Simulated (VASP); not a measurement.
# BN (P6_3mc) in VASP: a series of runs

BN is run at these levels: PBE; tasks: single point.

Program: VASP 6.6.1. These are calculated values, not measurements. Logs are shortened: lines on timing, memory, paths and dates and some standing lists are left out, and cuts for length are marked.

### Step 1. The cell of the first run

It takes space group P6_3mc (No. 186, hexagonal). The conventional cell has a = 2.503 Å, b = 2.503 Å, c = 4.227 Å, α = 90.00°, β = 90.00°, γ = 120.00°. B (site symmetry 3m) has 4 N at 1.54 to 1.58 Å within 2.1 Å. Within 2.1 Å of N (site symmetry 3m) lie 4 B at 1.54 to 1.58 Å.

### Step 2. Single point, PBE (strain -0.0200 x Voigt [1, 1, 0, 0, 0, 0])

INCAR

```
SYSTEM = BN
PREC     = Accurate       ! precision mode
ENCUT    = 520            ! plane-wave cutoff, eV
EDIFF    = 1E-6           ! SCF threshold, eV
ISMEAR   = 0              ! smearing method
SIGMA    = 0.05           ! smearing width, eV
LREAL    = .False.        ! projectors in reciprocal space
LASPH    = .True.         ! aspherical terms in the spheres
NELM     = 80             ! most SCF steps
ALGO     = Normal         ! electronic algorithm
ISIF     = 2              ! what is computed and relaxed
LWAVE    = .False.        ! write WAVECAR
LCHARG   = .True.         ! write CHGCAR
GGA      = PE             ! functional
LELF     = .True.         ! ELF
LVHAR    = .True.       
NBANDS   = 16             ! bands
```

KPOINTS

```
Automatic mesh
0
Gamma
  12 12 6
  0 0 0
```

POSCAR

```
BN
1.0
    2.5028608097      0.0000000000      0.0000000000
   -1.2514304049      2.1675410433      0.0000000000
    0.0000000000      0.0000000000      4.2268550000
B N
2 2
Direct
    0.6666666667      0.3333333333      0.9997240000
    0.3333333333      0.6666666667      0.4997240000
    0.6666666667      0.3333333333      0.6252760000
    0.3333333333      0.6666666667      0.1252760000
```

Potentials or basis: VASP PAW PBE potentials, release 64 (B, N).

Started as:

```bash
$ cat potpaw_PBE.64/B/POTCAR potpaw_PBE.64/N/POTCAR > POTCAR
$ mpirun -np 1 vasp_std > vasp.out
```

OUTCAR:

```text
SYSTEM = BN
   PREC = Accurate
   ENCUT = 520
   EDIFF = 1E-6
   ISMEAR = 0
   LREAL = .False.
   LASPH = .True.
   NELM = 80
   ISIF = 2
   GGA = PE

 ion  position               nearest neighbor table
   1  0.667  0.333  1.000-   4 1.54   4 1.54   4 1.54   3 1.58
   2  0.333  0.667  0.500-   3 1.54   3 1.54   3 1.54   4 1.58
   3  0.667  0.333  0.625-   2 1.54   2 1.54   2 1.54   1 1.58
   4  0.333  0.667  0.125-   1 1.54   1 1.54   1 1.54   2 1.58

  LATTYP: Found a hexagonal cell.
 ALAT       =     2.5028608097
 C/A-ratio  =     1.6888094550

  Lattice vectors:

 A1 = (   2.5028608097,   0.0000000000,   0.0000000000)
 A2 = (  -1.2514304049,   2.1675410433,   0.0000000000)
 A3 = (   0.0000000000,   0.0000000000,   4.2268550000)

Analysis of symmetry for initial positions (statically):
=====================================================================
 Subroutine PRICEL returns:
 Original cell was already a primitive cell.

 Routine SETGRP: Setting up the symmetry group for a
 hexagonal supercell.

 Subroutine GETGRP returns: Found 12 space group operations
 (whereof  6 operations were pure point group operations)
 out of a pool of 24 trial point group operations.

The static configuration has the point symmetry C_3v.
 The point group associated with its full space group is C_6v.

Analysis of symmetry for dynamics (positions and initial velocities):
=====================================================================
 Subroutine PRICEL returns:
 Original cell was already a primitive cell.

 Routine SETGRP: Setting up the symmetry group for a
 hexagonal supercell.

 Subroutine GETGRP returns: Found 12 space group operations
 (whereof  6 operations were pure point group operations)
 out of a pool of 24 trial point group operations.

The dynamic configuration has the point symmetry C_3v.
 The point group associated with its full space group is C_6v.

 Subroutine INISYM returns: Found 12 space group operations
 (whereof  6 operations are pure point group operations),
 and found     1 'primitive' translations

----------------------------------------------------------------------------------------

                                     Primitive cell

  volume of cell :      22.9309

  direct lattice vectors                    reciprocal lattice vectors
     2.502860810  0.000000000  0.000000000     0.399542794  0.230676139  0.000000000
    -1.251430405  2.167541043  0.000000000     0.000000000  0.461352279  0.000000000
     0.000000000  0.000000000  4.226855000     0.000000000  0.000000000  0.236582518

  length of vectors
     2.502860810  2.502860810  4.226855000     0.461352279  0.461352279  0.236582518

  position of ions in fractional coordinates (direct lattice)
     0.666666667  0.333333333  0.999724000
     0.333333333  0.666666667  0.499724000
     0.666666667  0.333333333  0.625276000
     0.333333333  0.666666667  0.125276000

  ion indices of the primitive-cell ions
   primitive index   ion index
                 1           1
                 2           2
                 3           3
                 4           4

----------------------------------------------------------------------------------------

 KPOINTS: Automatic mesh

Automatic generation of k-mesh.
 Grid dimensions read from file:
 generate k-points for:   12   12    6

 Generating k-lattice:

  Cartesian coordinates                     Fractional coordinates (reciprocal lattice)
     0.033295233  0.019223012  0.000000000     0.083333333  0.000000000  0.000000000
     0.000000000  0.038446023  0.000000000     0.000000000  0.083333333  0.000000000
     0.000000000  0.000000000  0.039430420     0.000000000  0.000000000  0.166666667

  Length of vectors
     0.038446023  0.038446023  0.039430420

  Shift w.r.t. Gamma in fractional coordinates (k-lattice)
     0.000000000  0.000000000  0.000000000

 Subroutine IBZKPT returns following result:
 ===========================================

 Found     76 irreducible k-points:

 Following reciprocal coordinates:
            Coordinates               Weight
  0.000000  0.000000  0.000000      1.000000
  0.083333  0.000000  0.000000      6.000000
  0.166667  0.000000  0.000000      6.000000
  0.250000  0.000000  0.000000      6.000000
  0.333333  0.000000  0.000000      6.000000
  0.416667  0.000000  0.000000      6.000000
[... 16 lines left out ...]
  0.250000  0.000000  0.166667     12.000000
  0.333333  0.000000  0.166667     12.000000
 [... further k-points ...]
   k-points           NKPTS =     76   k-points in BZ     NKDIM =     76   number of bands    NBANDS=     16
   number of dos      NEDOS =    301   number of ions     NIONS =      4
   total plane-waves  NPLWV =  12800
   dimension x,y,z NGX =    20 NGY =   20 NGZ =   32
   dimension x,y,z NGXF=    40 NGYF=   40 NGZF=   64
   ions per type =               2   2
   NGX,Y,Z   is equivalent  to a cutoff of  13.28, 13.28, 12.59 a.u.
   NGXF,Y,Z  is equivalent  to a cutoff of  26.57, 26.57, 25.17 a.u.
 SYSTEM =  BN
   PREC   = accura    normal or accurate (medium, high low for compatibility)
   ISTART =      0    job   : 0-new  1-cont  2-samecut
   ICHARG =      2    charge: 1-file 2-atom 10-const
   ISPIN  =      1    spin polarized calculation?
   LNONCOLLINEAR =      F non collinear calculations
   LSORBIT =      F    spin-orbit coupling
   LASPH  =      T    aspherical Exc in radial PAW
   ENCUT  =  520.0 eV  38.22 Ry    6.18 a.u.   4.65  4.65  7.86*2*pi/ulx,y,z
   NELM   =     80;   NELMIN=  2; NELMDL= -5     # of ELM steps
   EDIFF  = 0.1E-05   stopping-criterion for ELM
   LREAL  =      F    real-space projection
   EDIFFG = 0.1E-04   stopping-criterion for IOM
   NSW    =      0    number of steps for IOM
   IBRION =     -1    ionic relax: 0-MD 1-quasi-New 2-CG
   NFREE  =      0    steps in history (QN), initial steepest desc. (CG)
   ISIF   =      2    stress and relaxation
   ISYM   =      2    0-nonsym 1-usesym 2-fastsym
   POTIM  = 0.5000    time-step for ionic-motion
   TEBEG  =    0.0;   TEEND  =   0.0 temperature during run
   PSTRESS=    0.0 pullay stress
   NELECT =      16.0000    total number of electrons
   NUPDOWN=      -1.0000    fix difference up-down
   EMIN   =  10.00;   EMAX   =-10.00  energy-range for DOS
   EFERMI =   0.00;   METHOD = LEGACY
   ISMEAR =     0;   SIGMA  =   0.05  broadening in eV -4-tet -1-fermi 0-gaus
   EFERMI_NEDOS =   21; number of points for ismear=-14 and -15
   IALGO  =     38    algorithm
   IMIX   =      4    mixing-type and parameters
     AMIX     =   0.40;   BMIX     =  1.00
     AMIX_MAG =   1.60;   BMIX_MAG =  1.00
  volume/ion in A,a.u.               =       5.73        38.69
  Fermi-wavevector in a.u.,A,eV,Ry     =   1.452026  2.743931 28.686241  2.108379
  Thomas-Fermi vector in A             =   2.569455
   LORBIT       =      0    0 simple, 1 ext, 2 COOP (PROOUT), +10 PAW based schemes
   GGA     = PE    functional components
   LHFCALC =     F    Hartree Fock is set to
   AEXX    =    0.0000 exact exchange contribution
   IVDW    =     0    specifies the selected vdW correction
   LEPSILON=     F    determine dielectric tensor
   LRPA    =     F    only Hartree local field effects (RPA)
 non-spin polarized calculation
 Gauss-broadening in eV      SIGMA  =   0.05
  energy-cutoff  :      520.00
  volume of cell :       22.93
 maximum number of plane-waves:       640
 NGX is ok and might be reduce to    20
   NGX =  9   NGY =  9   NGZ = 15

 number of electron      15.9999997 magnetization

 Free energy of the ion-electron system (eV)
  ---------------------------------------------------
  ext. energy  EPLUGINS =         0.00000000
  ---------------------------------------------------
  free energy    TOTEN  =       -34.76183348 eV

  energy without entropy =      -34.76183348  energy(sigma->0) =      -34.76183348

 E-fermi :   8.2713     XC(G=0): -12.9628

 val. band max:        7.9635790923   @ k =   0.0000   0.0000   0.0000
 cond. band min:      13.0192105925   @ k =   0.3333   0.3333   0.0000
 fundamental gap:      5.0556315003
 Fermi energy:         8.2713336790

 k-point     1 :       0.0000    0.0000    0.0000
  band No.  band energies     occupation
      1     -12.8207      2.00000
      2      -8.7126      2.00000
      3      -3.3157      2.00000
      4       5.9270      2.00000
      5       5.9270      2.00000
      6       7.5867      2.00000
[... 8 lines left out ...]
     15      20.1058      0.00000
     16      24.2869      0.00000

 k-point     2 :       0.0833    0.0000    0.0000
  band No.  band energies     occupation
      1     -12.6634      2.00000
      2      -8.5884      2.00000
      3      -3.1592      2.00000
      4       5.2123      2.00000
      5       5.6298      2.00000
      6       7.3715      2.00000
[... 8 lines left out ...]
     15      20.5674      0.00000
     16      24.0546      0.00000

 k-point     3 :       0.1667    0.0000    0.0000
  band No.  band energies     occupation
      1     -12.1961      2.00000
      2      -8.2309      2.00000
      3      -2.6955      2.00000
      4       3.4853      2.00000
      5       4.9341      2.00000
      6       5.9027      2.00000
[... 8 lines left out ...]
     15      21.7645      0.00000
     16      23.4198      0.00000

 k-point     4 :       0.2500    0.0000    0.0000
  band No.  band energies     occupation
      1     -11.4357      2.00000
      2      -7.6994      2.00000
      3      -1.9466      2.00000
      4       1.4243      2.00000
      5       4.0600      2.00000
      6       4.1568      2.00000
[... 8 lines left out ...]
     15      23.3040      0.00000
     16      23.7708      0.00000
[... 324 lines left out ...]
 k-point    22 :       0.1667    0.0000    0.1667
  band No.  band energies     occupation
      1     -12.0342      2.00000
      2      -8.7526      2.00000
      3      -1.9016      2.00000
      4       3.6226      2.00000
      5       5.0617      2.00000
      6       5.4881      2.00000
[... 8 lines left out ...]
     15      21.4559      0.00000
     16      23.4051      0.00000

 k-point    23 :       0.2500    0.0000    0.1667
  band No.  band energies     occupation
      1     -11.2786      2.00000
      2      -8.1666      2.00000
      3      -1.2810      2.00000
      4       1.6227      2.00000
      5       3.6572      2.00000
      6       4.2918      2.00000
[... 8 lines left out ...]
     15      22.9680      0.00000
     16      23.8153      0.00000

 k-point    24 :       0.3333    0.0000    0.1667
  band No.  band energies     occupation
      1     -10.2758      2.00000
      2      -7.5185      2.00000
      3      -1.0404      2.00000
      4       0.3391      2.00000
      5       1.7908      2.00000
      6       3.6433      2.00000
[... 8 lines left out ...]
     15      24.3865      0.00000
     16      24.6509      0.00000

 [... further k-points ...]
[... 5 lines left out ...]
  --------------------------------------------------------------------------------------
  -------------------------------------------------------------------------------------
  Total        3.4175778      3.4175778      0.3124298     -0.0000000      0.0000000      0.0000000
  in kB      238.7853119    238.7853119     21.8293948     -0.0000000      0.0000000      0.0000000
  external PRESSURE =     166.4666729 kB  Pullay stress =       0.0000000 kB

 VOLUME and BASIS-vectors are now :
 -----------------------------------------------------------------------------
  energy-cutoff  :      520.00
  volume of cell :       22.93
      direct lattice vectors                 reciprocal lattice vectors
     2.502860810  0.000000000  0.000000000     0.399542794  0.230676139  0.000000000
    -1.251430405  2.167541043  0.000000000     0.000000000  0.461352279  0.000000000
     0.000000000  0.000000000  4.226855000     0.000000000  0.000000000  0.236582518

 POSITION                                       TOTAL-FORCE (eV/Angst)
 -----------------------------------------------------------------------------------
      1.25143      0.72251      4.22569        -0.000000     -0.000000     -0.055998
     -0.00000      1.44503      2.11226         0.000000      0.000000     -0.055998
      1.25143      0.72251      2.64295         0.000000     -0.000000      0.055998
     -0.00000      1.44503      0.52952        -0.000000      0.000000      0.055998
 -----------------------------------------------------------------------------------
    total drift:                               -0.000000     -0.000000      0.000351

  FREE ENERGIE OF THE ION-ELECTRON SYSTEM (eV)
  ---------------------------------------------------
  free  energy   TOTEN  =       -34.7618334758 eV

  energy  without entropy=      -34.7618334758  energy(sigma->0) =      -34.76183348
```

Run time: 11 s. Hardware: 1 thread of Intel Xeon 6975P-C (Granite Rapids), shared host; peak memory 0.14 GiB.

What came out:

* Free energy: -34.7618 eV
* Pressure: 16.6 GPa
* Largest force: 0.056 eV/Å
* Band gap on the k mesh: 5.06 eV, indirect (least direct gap 8.09 eV)

Forces in eV/Å, atoms in the order of the input:
```
B    0.000  0.000 -0.056
B    0.000  0.000 -0.056
N    0.000  0.000  0.056
N    0.000  0.000  0.056
```

Caveat: the cell differs from its parent crystal (strain -0.0200 x Voigt [1, 1, 0, 0, 0, 0]).

### Step 3. Single point, PBE (strain -0.0100 x Voigt [1, 1, 0, 0, 0, 0])

Edit INCAR of step 2 so:

```diff
@@ -8,3 +8,3 @@
 LASPH    = .True.         ! aspherical terms in the spheres
-NELM     = 80             ! most SCF steps
+NELM     = 100            ! most SCF steps
 ALGO     = Normal         ! electronic algorithm
@@ -12,6 +12,4 @@
 LWAVE    = .False.        ! write WAVECAR
-LCHARG   = .True.         ! write CHGCAR
+LCHARG   = .False.        ! write CHGCAR
 GGA      = PE             ! functional
-LELF     = .True.         ! ELF
-LVHAR    = .True.       
 NBANDS   = 16             ! bands
```

KPOINTS is that of step 2.

Edit POSCAR of step 2 so:

```diff
@@ -2,4 +2,4 @@
 1.0
-    2.5028608097      0.0000000000      0.0000000000
-   -1.2514304049      2.1675410433      0.0000000000
+    2.5284002057      0.0000000000      0.0000000000
+   -1.2642001029      2.1896588090      0.0000000000
     0.0000000000      0.0000000000      4.2268550000
```

Potentials or basis: VASP PAW PBE potentials, release 64 (B, N).

Started as:

```bash
$ cat potpaw_PBE.64/B/POTCAR potpaw_PBE.64/N/POTCAR > POTCAR
$ mpirun -np 1 vasp_std > vasp.out
```

Wall time 12 s (1 thread of Intel Xeon 6975P-C (Granite Rapids), shared host); peak memory 0.14 GiB.

The run converged. Its results:

```
Free energy            : -34.8144 eV
Pressure               : 8.0 GPa
Largest force          : 0.014 eV/Å
Band gap on the k mesh : 5.13 eV, indirect (least direct gap 8.31 eV)
```

Forces in eV/Å, atoms in the order of the input:
```
B    0.000  0.000 -0.014
B    0.000  0.000 -0.014
N    0.000  0.000  0.014
N    0.000  0.000  0.014
```

Stress tensor (GPa, compression positive):
```
11.60  0.00  0.00
 0.00 11.60  0.00
 0.00  0.00  0.88
```

Levels at points of the mesh, in eV from the valence-band top:
| k point | band 4 | band 5 | band 6 | band 7 | band 8 | band 9 | band 10 | band 11 | band 12 | band 13 |
| --- | --- | --- | --- | --- | --- | --- | --- | --- | --- | --- |
| (0.00, 0.00, 0.00) | -2.07 | -2.07 | -0.32 | 0.00 | 0.00 | 8.31 | 8.51 | 8.51 | 9.86 | 11.05 |
| (0.50, 0.00, 0.00) | -7.95 | -6.96 | -4.98 | -4.45 | -2.18 | 6.85 | 7.92 | 10.72 | 11.62 | 12.74 |
| (0.00, 0.00, 0.50) | -5.86 | -1.14 | -1.14 | -1.14 | -1.14 | 9.72 | 9.72 | 10.05 | 10.05 | 10.05 |
| (0.50, 0.00, 0.50) | -10.11 | -3.79 | -3.79 | -3.66 | -3.66 | 6.59 | 6.59 | 10.05 | 10.05 | 14.38 |

Caveat: the cell differs from its parent crystal (strain -0.0100 x Voigt [1, 1, 0, 0, 0, 0]). A k mesh can miss the band edges.

[end of part 1 of 2]
